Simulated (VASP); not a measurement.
Set up this calculation in VASP 6.6.1, as the native input.

| Item | Value |
| --- | --- |
| Task | single point |
| Functional | PBEsol |
| Potentials or basis | VASP PAW PBE potentials, release 64 (Si) |
| Cutoff | 520 eV |
| k mesh | 2 × 2 × 2 |
| Occupations | fermi-dirac, width 0.05 eV |
| Spin | no spin polarisation |
| Dipole correction | no |
| Further INCAR settings | LREAL = Auto; ALGO = Normal; EDIFF = 1e-06; NBANDS = 48 |

The structure of Si (a cell with a defect) lies in POSCAR:

```
Si
1.0
    0.0000000000      5.4300000000      5.4300000000
    5.4300000000      0.0000000000      5.4300000000
    5.4300000000      5.4300000000      0.0000000000
Si
17
Direct
    0.0031167587      0.0025686924     -0.0124996317
    0.1355820442      0.1350453959      0.0939813076
    0.0111910681      0.0106529466      0.4671560773
    0.1241304788      0.1235954880      0.6153135359
    0.0031123389      0.5064686924     -0.0124970534
    0.1079451197      0.6313368324      0.1290353591
   -0.0378143646      0.5171255985      0.5032296501
    0.1241301105      0.6366137201      0.6153155617
    0.5070048803      0.0025724678     -0.0125013812
    0.6318847145      0.1073979742      0.1290246777
    0.5176631676     -0.0383629834      0.5032178637
    0.6371508287      0.1235959484      0.6153117864
    0.4748209945      0.4742721915      0.0762823204
    0.6318790976      0.6313411602      0.1290301105
    0.5176500000      0.5171352670      0.5032242173
    0.6020709945      0.6015288214      0.6945212707
    0.3365066298      0.3359405157      0.4912476980
```

The input as run:

INCAR

```
SYSTEM = Si
PREC = Accurate ; ENCUT = 520
EDIFF = 1E-6 ; ISMEAR = -1
SIGMA = 0.05 ; LREAL = Auto
LASPH = .True. ; NELM = 80
ALGO = Normal ; ISIF = 2
LWAVE = .False. ; LCHARG = .False.
GGA = PS ; NBANDS = 48
```

KPOINTS

```
regular mesh
0
Gamma
  2 2 2
  0 0 0
```

Potentials or basis: VASP PAW PBE potentials, release 64 (Si).

The run is started by

```bash
$ cat potpaw_PBE.64/Si/POTCAR > POTCAR
$ mpirun -np 1 vasp_std > vasp.out
```

Results of the run:

The pressure is 2.5 GPa, the largest force is 0.021 eV/Å and the band gap on the k mesh is zero (bands 34 and 35 overlap by 0.07 eV).

Caveat: the k points lie up to 0.50 Å⁻¹ apart; the PAW data sets were made with another functional, which shifts forces and pressure a little.

It took 3.4 min on 1 thread of AMD EPYC 7R43 64-Core Processor (Zen 3), on a shared host, peak memory 0.42 GiB.
